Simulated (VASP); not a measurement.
# Si3C (Pmmm) in VASP: a series of runs, part 2 of 3

VASP 6.6.1. The steps go on from the part before.

## Step 4: Single point, PBE

This run uses another cell than the first one, of 12.99 Å³/atom.

INCAR reads:

```
SYSTEM = Si3C
ALGO = Normal ; EDIFF = 1E-6
ENCUT = 520 ; GGA = PE
ISIF = 2 ; ISMEAR = 0
LASPH = .True. ; LCHARG = .True.
LELF = .True. ; LREAL = .False.
LVHAR = .True. ; LWAVE = .False.
NBANDS = 16 ; NELM = 80
PREC = Accurate ; SIGMA = 0.1
```

KPOINTS reads:

```
k-points
0
Gamma
  6 6 4
  0 0 0
```

POSCAR reads:

```
Si3C
1.0
    2.5907063739      0.0000000000      0.0000000000
    0.0000000000      2.8545034688      0.0000000000
    0.0000000000      0.0000000000      7.0243227378
Si C
3 1
Direct
    0.0000000000      0.5000000000      0.1870047375
    0.0000000000      0.0000000000      0.5000000000
    0.0000000000      0.5000000000      0.8129952625
    0.0000000000      0.0000000000      0.0000000000
```

Potentials or basis: VASP PAW PBE potentials, release 64 (Si, C).

On the command line:

```console
> cat potpaw_PBE.64/Si/POTCAR potpaw_PBE.64/C/POTCAR > POTCAR
> mpirun -np 1 vasp_std > vasp.out
```

OUTCAR:

```text
SYSTEM = Si3C
   EDIFF = 1E-6
   ENCUT = 520
   GGA = PE
   ISIF = 2
   ISMEAR = 0
   LASPH = .True.
   LREAL = .False.
   NELM = 80
   PREC = Accurate

 ion  position               nearest neighbor table
   1  0.000  0.500  0.187-   4 1.94   4 1.94   2 2.62   2 2.62   3 2.63
   2  0.000  0.000  0.500-   1 2.62   3 2.62   1 2.62   3 2.62
   3  0.000  0.500  0.813-   4 1.94   4 1.94   2 2.62   2 2.62   1 2.63
   4  0.000  0.000  0.000-   1 1.94   3 1.94   1 1.94   3 1.94

  LATTYP: Found a simple orthorhombic cell.
 ALAT       =     2.5907063739
 B/A-ratio  =     1.1018243895
 C/A-ratio  =     2.7113542502

  Lattice vectors:

 A1 = (   2.5907063739,   0.0000000000,   0.0000000000)
 A2 = (   0.0000000000,   2.8545034688,   0.0000000000)
 A3 = (   0.0000000000,   0.0000000000,   7.0243227378)

Analysis of symmetry for initial positions (statically):
=====================================================================
 Subroutine PRICEL returns:
 Original cell was already a primitive cell.

 Routine SETGRP: Setting up the symmetry group for a
 simple orthorhombic supercell.
[... 175 lines left out ...]
 cond. band min:       9.1302265689   @ k =   0.1667   0.3333   0.0000
 fundamental gap:      0.1185556793
 Fermi energy:         9.0561743080

 k-point     1 :       0.0000    0.0000    0.0000
  band No.  band energies     occupation
      1      -6.9872      2.00000
      2      -2.6818      2.00000
      3      -2.4208      2.00000
      4       4.6481      2.00000
      5       5.6501      2.00000
      6       6.0172      2.00000
[... 433 lines left out ...]
      3       1.6768      2.00000
      4       2.8528      2.00000
      5       3.8845      2.00000
      6       5.3692      2.00000
[... 8 lines left out ...]
     15      17.3041      0.00000
     16      17.3505      0.00000

 [... further k-points ...]

------------------------ aborting loop because EDIFF is reached ----------------------------------------

  FORCE on cell =-STRESS in cart. coord.  units (eV):
  Direction    XX          YY          ZZ          XY          YZ          ZX
  --------------------------------------------------------------------------------------
  -------------------------------------------------------------------------------------
  Total       -0.0060001      0.0792418     -0.0560471      0.0000000      0.0000000      0.0000000
  in kB       -0.1850610      2.4440575     -1.7286626      0.0000000      0.0000000      0.0000000
  external PRESSURE =       0.1767779 kB  Pullay stress =       0.0000000 kB

 VOLUME and BASIS-vectors are now :
 -----------------------------------------------------------------------------
  energy-cutoff  :      520.00
  volume of cell :       51.95
      direct lattice vectors                 reciprocal lattice vectors
     2.590706374  0.000000000  0.000000000     0.385995113  0.000000000  0.000000000
     0.000000000  2.854503469  0.000000000     0.000000000  0.350323624  0.000000000
     0.000000000  0.000000000  7.024322738     0.000000000  0.000000000  0.142362479

 POSITION                                       TOTAL-FORCE (eV/Angst)
 -----------------------------------------------------------------------------------
      0.00000      1.42725      1.31358         0.000000      0.000000     -0.022750
      0.00000      0.00000      3.51216         0.000000      0.000000      0.000000
      0.00000      1.42725      5.71074         0.000000      0.000000      0.022750
      0.00000      0.00000      0.00000         0.000000      0.000000      0.000000
 -----------------------------------------------------------------------------------
    total drift:                               -0.000000     -0.000000     -0.000000

  FREE ENERGIE OF THE ION-ELECTRON SYSTEM (eV)
  ---------------------------------------------------
  free  energy   TOTEN  =       -22.8276342487 eV

  energy  without entropy=      -22.8235260821  energy(sigma->0) =      -22.82558017
```

stdout:

```text
POSCAR found type information on POSCAR SiC
 POSCAR found :  2 types and       4 ions
 scaLAPACK will be used
 LDA part: xc-table for (Slater+PW92), standard interpolation
 POSCAR, INCAR and KPOINTS ok, starting setup
 FFT: planning ... GRIDC
 FFT: planning ... GRID_SOFT
 FFT: planning ... GRID
 WAVECAR not read
 entering main loop
```

It took 19 s on 1 thread of AMD EPYC 9R45 (Zen 5), shared host; peak memory 0.15 GiB.

Results:

- Free energy: -22.8276 eV
- Pressure: 0.0 GPa
- Largest force: 0.023 eV/Å
- Band gap on the k mesh: zero (bands 8 and 9 overlap by 4.69 eV)

Forces in eV/Å, atoms in the order of the input:
```
Si   0.000  0.000 -0.023
Si   0.000  0.000  0.000
Si   0.000  0.000  0.023
C    0.000  0.000  0.000
```

Levels at points of the mesh, in eV from the Fermi level:
```
           k point  band 6  band 7  band 8  band 9  band 10  band 11
(0.00, 0.00, 0.00)   -3.04    1.07    2.49    3.40     3.87     4.69
(0.50, 0.00, 0.00)   -4.27   -2.00   -1.86    1.42     1.70     5.04
(0.00, 0.50, 0.00)   -6.87   -1.28    0.27    1.36     1.53     2.40
(0.50, 0.50, 0.00)   -3.58   -3.56   -2.23   -2.21    -1.63     1.20
(0.00, 0.00, 0.50)    0.15    1.07    1.33    3.23     4.20     5.56
(0.50, 0.00, 0.50)   -4.56   -1.88   -1.86   -0.76     4.03     6.17
(0.00, 0.50, 0.50)   -4.22   -3.59   -3.17    2.40     4.44     5.61
(0.50, 0.50, 0.50)   -3.42   -2.54   -2.33   -2.10    -0.55    -0.52
```

Caveat: the k points lie up to 0.40 Å⁻¹ apart, too coarse for converged energies and pressures of a metal.

## Step 5: Relaxation of cell and atoms, PBE

This run uses another cell than the first one, of 14.92 Å³/atom.

INCAR reads:

```
  PREC = Accurate
  ENCUT = 600
  EDIFF = 1E-6
  ISMEAR = 0
  SIGMA = 0.1
  LREAL = False
  LASPH = True
  NELM = 80
  ALGO = Normal
  ISIF = 3
  LWAVE = False
  LCHARG = False
  GGA = PE
  IBRION = 2
  NSW = 90
  EDIFFG = -0.04
```

KPOINTS reads:

```
regular mesh
0
Gamma
  6 6 2
```

POSCAR reads:

```
Si3C
1.0
    2.4973951400      0.0000000000      0.0000000000
    0.0000000000      2.5789798800      0.0000000000
    0.0000000000      0.0000000000      9.2665716900
Si C
3 1
Direct
    0.0000000000      0.5000000000      0.2560429900
    0.0000000000      0.0000000000      0.5000000000
    0.0000000000      0.5000000000      0.7439570100
    0.0000000000      0.0000000000      0.0000000000
```

On the command line:

```console
> cat potpaw_PBE.64/Si/POTCAR potpaw_PBE.64/C/POTCAR > POTCAR
> mpirun -np 1 vasp_std > vasp.out
```

It took 2.3 min on 1 thread of AMD EPYC 9R45 (Zen 5), shared host; peak memory 0.17 GiB.

Results (log left out):

```
Free energy                           : -22.8086 eV
Relaxed volume                        : 12.97 Å³/atom
Relaxed cell                          : a = 2.514 Å, b = 2.804 Å, c = 7.359 Å, α = 90.00°, β = 90.00°, γ = 90.00°
Space group after relaxing (to 0.1 Å) : Pmmm (No. 47)
Energy gained by relaxing             : 753.5 meV/atom
Ionic steps                           : 19
Pressure after relaxing               : -0.1 GPa
Largest force after relaxing          : 0.004 eV/Å
Band gap on the k mesh                : zero (bands 8 and 9 overlap by 4.82 eV)
```

Forces in eV/Å, atoms in the order of the input:
```
Si   0.000  0.000 -0.004
Si   0.000  0.000  0.000
Si   0.000  0.000  0.004
C    0.000  0.000  0.000
```

Stress tensor (GPa, compression positive):
```
-0.07  0.00  0.00
 0.00 -0.12  0.00
 0.00  0.00 -0.25
```

The path:
```tsv
step	energy change (eV)	largest force (eV/Å)	pressure (GPa)	volume (Å³)
1	0.0000	1.5217	-10.28	59.68
2	-0.5986	2.2266	0.51	51.77
3	-0.6649	2.3730	10.45	48.00
4	-1.0145	2.1526	12.65	46.70
5	-1.6369	0.7933	30.91	42.82
6	-2.0737	0.4984	25.26	44.15
7	-2.5977	2.7644	18.69	48.15
8	-2.6636	1.2545	19.31	46.95
9	-2.6703	1.7644	19.01	47.33
10	-2.9221	0.6253	8.02	49.57
11	-2.9848	0.3106	-1.87	52.29
12	-2.9902	0.1006	-0.05	51.71
13	-3.0035	0.0140	-0.13	51.79
14	-3.0119	0.1073	-0.03	51.90
15	-3.0124	0.1460	0.04	51.93
16	-3.0125	0.1550	0.06	51.94
17	-3.0133	0.1028	-0.10	51.96
18	-3.0139	0.0065	-0.43	52.01
19	-3.0142	0.0040	-0.14	51.88
```

Final structure:
```
Si C
1.0
     2.51383    0.00000    0.00000
     0.00000    2.80434    0.00000
     0.00000    0.00000    7.35884
Si C
3 1
Direct
  0.00000 0.50000 0.18160
  0.00000 0.00000 0.50000
  0.00000 0.50000 0.81840
  0.00000 0.00000 0.00000
```

Levels at points of the mesh, in eV from the Fermi level:
```tsv
k point	band 4	band 5	band 6	band 7	band 8	band 9	band 10	band 11	band 12
(0.00, 0.00, 0.00)	-4.80	-4.38	-2.67	1.70	2.91	3.08	4.65	5.19	6.41
(0.50, 0.00, 0.00)	-7.17	-4.90	-4.39	-1.90	-1.31	0.78	1.07	4.49	7.31
(0.00, 0.50, 0.00)	-7.57	-7.01	-6.56	-1.43	-0.53	0.56	1.22	2.98	8.49
(0.50, 0.50, 0.00)	-4.25	-3.46	-2.80	-2.76	-2.23	-1.67	-1.55	1.56	2.38
(0.00, 0.00, 0.50)	-8.15	-2.66	-0.70	0.94	1.70	3.83	4.03	5.54	6.87
(0.50, 0.00, 0.50)	-5.87	-5.35	-4.14	-2.49	-1.30	-0.91	3.27	6.28	6.28
(0.00, 0.50, 0.50)	-7.94	-6.10	-4.18	-3.60	-3.48	2.98	3.66	5.30	5.53
(0.50, 0.50, 0.50)	-4.20	-3.36	-3.31	-2.42	-1.97	-1.91	0.04	0.06	1.51
```

Caveat: the k points lie up to 0.43 Å⁻¹ apart in the final cell, too coarse for converged energies and pressures of a metal; a cell axis changed by over 15 % at a fixed basis, so the end point is rough.

(Part 2 of 3 ends here.)
